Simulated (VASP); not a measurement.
# GeW (Fm-3m) in VASP: single point with PBE

Aim: the single point of GeW with PBE.

All numbers are computed with VASP 6.6.1; they aren't measurements. Logs are shortened: lines on timing, memory, paths and dates and some standing lists are left out, and cuts for length are marked.

## Step 1: The cell of the first run

The structure is cubic, space group Fm-3m (No. 225). Conventional cell: a = 5.155 Å, b = 5.155 Å, c = 5.155 Å, α = 90.00°, β = 90.00°, γ = 90.00°. Ge (site symmetry m-3m) has 6 W at 2.58 Å within 3.4 Å. Within 3.4 Å of W (site symmetry m-3m) lie 6 Ge at 2.58 Å.

## Step 2: Single point, PBE, non-collinear spin, zero start, spin-orbit coupling

INCAR

```
PREC = Accurate
ENCUT = 520
EDIFF = 1E-6
ISMEAR = -1
SIGMA = 0.05
LREAL = F
LASPH = T
NELM = 150
ALGO = Normal
ISIF = 2
LWAVE = F
LCHARG = F
MAGMOM = 0 0 0 0 0 0
LORBIT = 11
LSORBIT = T
GGA_COMPAT = F
LORBMOM = T
LMAXMIX = 4
GGA = PE
NBANDS = 40
```

KPOINTS

```
regular mesh
0
Gamma
  9 9 9
```

POSCAR

```
GeW
1.0
    0.0000000000      2.5776100000      2.5776100000
    2.5776100000      0.0000000000      2.5776100000
    2.5776100000      2.5776100000      0.0000000000
Ge W
1 1
Direct
    0.5000000000      0.5000000000      0.5000000000
    0.0000000000      0.0000000000      0.0000000000
```

Potentials or basis: VASP PAW PBE potentials, release 64 (Ge_d, W_sv).

Launch:

```bash
cat potpaw_PBE.64/Ge_d/POTCAR potpaw_PBE.64/W_sv/POTCAR > POTCAR
mpirun -np 1 vasp_ncl > vasp.out
```

OUTCAR:

```text
PREC = Accurate
   ENCUT = 520
   EDIFF = 1E-6
   ISMEAR = -1
   LREAL = F
   LASPH = T
   NELM = 150
   ISIF = 2
   LORBIT = 11
   LSORBIT = T
   GGA = PE

 ion  position               nearest neighbor table
   1  0.500  0.500  0.500-   2 2.58   2 2.58   2 2.58   2 2.58   2 2.58   2 2.58
   2  0.000  0.000  0.000-   1 2.58   1 2.58   1 2.58   1 2.58   1 2.58   1 2.58

  LATTYP: Found a face centered cubic cell.
 ALAT       =     5.1552200000

  Lattice vectors:

 A1 = (   0.0000000000,   2.5776100000,   2.5776100000)
 A2 = (   2.5776100000,   0.0000000000,   2.5776100000)
 A3 = (   2.5776100000,   2.5776100000,   0.0000000000)

Analysis of symmetry for initial positions (statically):
=====================================================================
 Subroutine PRICEL returns:
 Original cell was already a primitive cell.

 Routine SETGRP: Setting up the symmetry group for a
 face centered cubic supercell.

 Subroutine GETGRP returns: Found 48 space group operations
 (whereof 48 operations were pure point group operations)
 out of a pool of 48 trial point group operations.

The static configuration has the point symmetry O_h .

Analysis of symmetry for dynamics (positions and initial velocities):
=====================================================================
 Subroutine PRICEL returns:
 Original cell was already a primitive cell.

 Routine SETGRP: Setting up the symmetry group for a
 face centered cubic supercell.

 Subroutine GETGRP returns: Found 48 space group operations
 (whereof 48 operations were pure point group operations)
 out of a pool of 48 trial point group operations.

The dynamic configuration has the point symmetry O_h .

Analysis of structural, dynamic, and magnetic symmetry:
=====================================================================
 Subroutine PRICEL returns:
 Original cell was already a primitive cell.

 Routine SETGRP: Setting up the symmetry group for a
 face centered cubic supercell.

 Subroutine GETGRP returns: Found 48 space group operations
 (whereof 48 operations were pure point group operations)
 out of a pool of 48 trial point group operations.

The overall configuration has the point symmetry O_h .

 Subroutine INISYM returns: Found 48 space group operations
 (whereof 48 operations are pure point group operations),
 and found     1 'primitive' translations

----------------------------------------------------------------------------------------

                                     Primitive cell

  volume of cell :      34.2517

  direct lattice vectors                    reciprocal lattice vectors
     0.000000000  2.577610000  2.577610000    -0.193978143  0.193978143  0.193978143
     2.577610000  0.000000000  2.577610000     0.193978143 -0.193978143  0.193978143
     2.577610000  2.577610000  0.000000000     0.193978143  0.193978143 -0.193978143

  length of vectors
     3.645291021  3.645291021  3.645291021     0.335979998  0.335979998  0.335979998

  position of ions in fractional coordinates (direct lattice)
     0.500000000  0.500000000  0.500000000
     0.000000000  0.000000000  0.000000000

  ion indices of the primitive-cell ions
   primitive index   ion index
                 1           1
                 2           2

----------------------------------------------------------------------------------------

 KPOINTS: regular mesh

Automatic generation of k-mesh.
 Grid dimensions read from file:
 generate k-points for:    9    9    9

 Generating k-lattice:

  Cartesian coordinates                     Fractional coordinates (reciprocal lattice)
    -0.021553127  0.021553127  0.021553127     0.111111111  0.000000000  0.000000000
     0.021553127 -0.021553127  0.021553127     0.000000000  0.111111111  0.000000000
     0.021553127  0.021553127 -0.021553127     0.000000000  0.000000000  0.111111111

  Length of vectors
     0.037331111  0.037331111  0.037331111

  Shift w.r.t. Gamma in fractional coordinates (k-lattice)
     0.000000000  0.000000000  0.000000000

 Subroutine IBZKPT returns following result:
 ===========================================

 Found     35 irreducible k-points:

 Following reciprocal coordinates:
            Coordinates               Weight
  0.000000  0.000000  0.000000      1.000000
  0.111111  0.000000  0.000000      8.000000
  0.222222  0.000000  0.000000      8.000000
[... 40 lines left out ...]
   EDIFF  = 0.1E-05   stopping-criterion for ELM
   LREAL  =      F    real-space projection
   EDIFFG = 0.1E-04   stopping-criterion for IOM
   NSW    =      0    number of steps for IOM
   IBRION =     -1    ionic relax: 0-MD 1-quasi-New 2-CG
   NFREE  =      0    steps in history (QN), initial steepest desc. (CG)
   ISIF   =      2    stress and relaxation
   ISYM   =      2    0-nonsym 1-usesym 2-fastsym
   POTIM  = 0.5000    time-step for ionic-motion
   TEBEG  =    0.0;   TEEND  =   0.0 temperature during run
   PSTRESS=    0.0 pullay stress
   NELECT =      28.0000    total number of electrons
   NUPDOWN=      -1.0000    fix difference up-down
   EMIN   =  10.00;   EMAX   =-10.00  energy-range for DOS
   EFERMI =   0.00;   METHOD = LEGACY
   ISMEAR =    -1;   SIGMA  =   0.05  broadening in eV -4-tet -1-fermi 0-gaus
   EFERMI_NEDOS =   21; number of points for ismear=-14 and -15
   IALGO  =     38    algorithm
   IMIX   =      4    mixing-type and parameters
     AMIX     =   0.40;   BMIX     =  1.00
     AMIX_MAG =   1.60;   BMIX_MAG =  1.00
  volume/ion in A,a.u.               =      17.13       115.57
  Fermi-wavevector in a.u.,A,eV,Ry     =   1.530736  2.892672 31.880529  2.343153
  Thomas-Fermi vector in A             =   2.638178
   LORBIT       =     11    0 simple, 1 ext, 2 COOP (PROOUT), +10 PAW based schemes
   GGA     = PE    functional components
   LHFCALC =     F    Hartree Fock is set to
   AEXX    =    0.0000 exact exchange contribution
   IVDW    =     0    specifies the selected vdW correction
   LEPSILON=     F    determine dielectric tensor
   LRPA    =     F    only Hartree local field effects (RPA)
  energy-cutoff  :      520.00
  volume of cell :       34.25
 maximum number of plane-waves:      1888
   NGX = 13   NGY = 13   NGZ = 13

 number of electron      28.0000000 magnetization       0.0000000      0.0000000      0.0000000

 number of electron      27.9999991 magnetization       0.0000000     -0.0000000     -0.0000000

 number of electron      27.9999991 magnetization      -0.0000000      0.0000000      0.0000000

 Free energy of the ion-electron system (eV)
  ---------------------------------------------------
  ext. energy  EPLUGINS =         0.00000000
  ---------------------------------------------------
  free energy    TOTEN  =       -16.53764085 eV

  energy without entropy =      -16.51246237  energy(sigma->0) =      -16.52505161

 E-fermi :   9.0393     XC(G=0): -12.4176

 val. band max:        9.0162175970   @ k =   0.3333   0.2222   0.1111
 cond. band min:       9.0487970273   @ k =  -0.3333   0.2222   0.0000
 fundamental gap:      0.0325794302
 Fermi energy:         9.0393229740

 k-point     1 :       0.0000    0.0000    0.0000
  band No.  band energies     occupation
      1     -65.4418      1.00000
      2     -65.4418      1.00000
      3     -35.5505      1.00000
      4     -35.5505      1.00000
      5     -26.8397      1.00000
      6     -26.8397      1.00000
[... 1021 lines left out ...]
     39      20.8991      0.00000
     40      20.8991      0.00000

 [... further k-points ...]

------------------------ aborting loop because EDIFF is reached ----------------------------------------

  FORCE on cell =-STRESS in cart. coord.  units (eV):
  Direction    XX          YY          ZZ          XY          YZ          ZX
  --------------------------------------------------------------------------------------
  -------------------------------------------------------------------------------------
  Total        0.2177130      0.2177130      0.2177130     -0.0000000     -0.0000000      0.0000000
  in kB       10.1838798     10.1838798     10.1838798     -0.0000000     -0.0000000      0.0000000
  external PRESSURE =      10.1838798 kB  Pullay stress =       0.0000000 kB

 VOLUME and BASIS-vectors are now :
 -----------------------------------------------------------------------------
  energy-cutoff  :      520.00
  volume of cell :       34.25
      direct lattice vectors                 reciprocal lattice vectors
     0.000000000  2.577610000  2.577610000    -0.193978143  0.193978143  0.193978143
     2.577610000  0.000000000  2.577610000     0.193978143 -0.193978143  0.193978143
     2.577610000  2.577610000  0.000000000     0.193978143  0.193978143 -0.193978143

 POSITION                                       TOTAL-FORCE (eV/Angst)
 -----------------------------------------------------------------------------------
      2.57761      2.57761      2.57761         0.000000     -0.000000     -0.000000
      0.00000      0.00000      0.00000        -0.000000      0.000000      0.000000
 -----------------------------------------------------------------------------------
    total drift:                                0.000000      0.000000      0.000000

  FREE ENERGIE OF THE ION-ELECTRON SYSTEM (eV)
  ---------------------------------------------------
  free  energy   TOTEN  =       -16.5376408491 eV

  energy  without entropy=      -16.5124623671  energy(sigma->0) =      -16.52505161

 orbital moment (x)

 # of ion     p       d       tot
 ----------------------------------------
  1         0.000   0.000   0.000
  2         0.000   0.000   0.000
 ----------------------------------------
            0.000   0.000   0.000

 orbital moment (y)

 # of ion     p       d       tot
 ----------------------------------------
  1         0.000  -0.000  -0.000
  2         0.000   0.000   0.000
 ----------------------------------------
            0.000   0.000   0.000

 orbital moment (z)

 # of ion     p       d       tot
 ----------------------------------------
  1         0.000   0.000   0.000
  2         0.000   0.000   0.000
 ----------------------------------------
            0.000   0.000   0.000

 Spin-Orbit-Coupling matrix elements

 Ion:    1  E_soc:     -0.0239706
 l=   1
     0.0000000    -0.0031432    -0.0031432
    -0.0031432     0.0000000    -0.0031432
    -0.0031432    -0.0031432     0.0000000
 l=   2
     0.0000000    -0.0001816     0.0000000    -0.0001816    -0.0006703
    -0.0001816     0.0000000    -0.0005027    -0.0001816    -0.0001676
     0.0000000    -0.0005027     0.0000000    -0.0005027     0.0000000
    -0.0001816    -0.0001816    -0.0005027     0.0000000    -0.0001676
    -0.0006703    -0.0001676     0.0000000    -0.0001676     0.0000000
 l=   3
     0.0000000     0.0000000     0.0000000     0.0000000     0.0000000     0.0000000     0.0000000
     0.0000000     0.0000000     0.0000000     0.0000000     0.0000000     0.0000000     0.0000000
     0.0000000     0.0000000     0.0000000     0.0000000     0.0000000     0.0000000     0.0000000
     0.0000000     0.0000000     0.0000000     0.0000000     0.0000000     0.0000000     0.0000000
     0.0000000     0.0000000     0.0000000     0.0000000     0.0000000     0.0000000     0.0000000
     0.0000000     0.0000000     0.0000000     0.0000000     0.0000000     0.0000000     0.0000000
     0.0000000     0.0000000     0.0000000     0.0000000     0.0000000     0.0000000     0.0000000

 Ion:    2  E_soc:     -1.6047284
 l=   1
     0.0000000    -0.2294294    -0.2294294
    -0.2294294     0.0000000    -0.2294294
    -0.2294294    -0.2294294     0.0000000
 l=   2
     0.0000000    -0.0082531     0.0000000    -0.0082531    -0.0297723
    -0.0082531     0.0000000    -0.0223292    -0.0082531    -0.0074431
     0.0000000    -0.0223292     0.0000000    -0.0223292     0.0000000
    -0.0082531    -0.0082531    -0.0223292     0.0000000    -0.0074431
    -0.0297723    -0.0074431     0.0000000    -0.0074431     0.0000000
 l=   3
     0.0000000     0.0000000     0.0000000     0.0000000     0.0000000     0.0000000     0.0000000
     0.0000000     0.0000000     0.0000000     0.0000000     0.0000000     0.0000000     0.0000000
     0.0000000     0.0000000     0.0000000     0.0000000     0.0000000     0.0000000     0.0000000
     0.0000000     0.0000000     0.0000000     0.0000000     0.0000000     0.0000000     0.0000000
     0.0000000     0.0000000     0.0000000     0.0000000     0.0000000     0.0000000     0.0000000
     0.0000000     0.0000000     0.0000000     0.0000000     0.0000000     0.0000000     0.0000000
     0.0000000     0.0000000     0.0000000     0.0000000     0.0000000     0.0000000     0.0000000

 total charge

# of ion       s       p       d       tot
------------------------------------------
    1        1.121   1.415  10.089  12.626
    2        2.306   6.195   3.436  11.937
--------------------------------------------------
tot          3.427   7.611  13.525  24.563

 magnetization (x)

# of ion       s       p       d       tot
------------------------------------------
    1       -0.000   0.000   0.000  -0.000
    2       -0.000   0.000   0.000  -0.000
--------------------------------------------------
tot         -0.000   0.000   0.000  -0.000

 magnetization (y)

# of ion       s       p       d       tot
------------------------------------------
    1       -0.000  -0.000   0.000  -0.000
    2        0.000   0.000  -0.000  -0.000
--------------------------------------------------
tot          0.000  -0.000  -0.000  -0.000

 magnetization (z)

# of ion       s       p       d       tot
------------------------------------------
    1        0.000   0.000   0.000   0.000
    2        0.000  -0.000  -0.000  -0.000
--------------------------------------------------
tot          0.000  -0.000  -0.000  -0.000
```

It took 90 s on 1 thread of Intel Xeon Platinum 8488C (Sapphire Rapids), shared host; peak memory 0.29 GiB.

Results:

- Free energy: -16.5376 eV
- Pressure: 1.0 GPa
- Net moment: 0.00 μB per cell
- Valence electrons inside the program's atomic spheres: Ge 12.63; W 11.94

Moments on the atoms (μB; x, y, z):
```
Ge  0.00 0.00 0.00
W   0.00 0.00 0.00
```
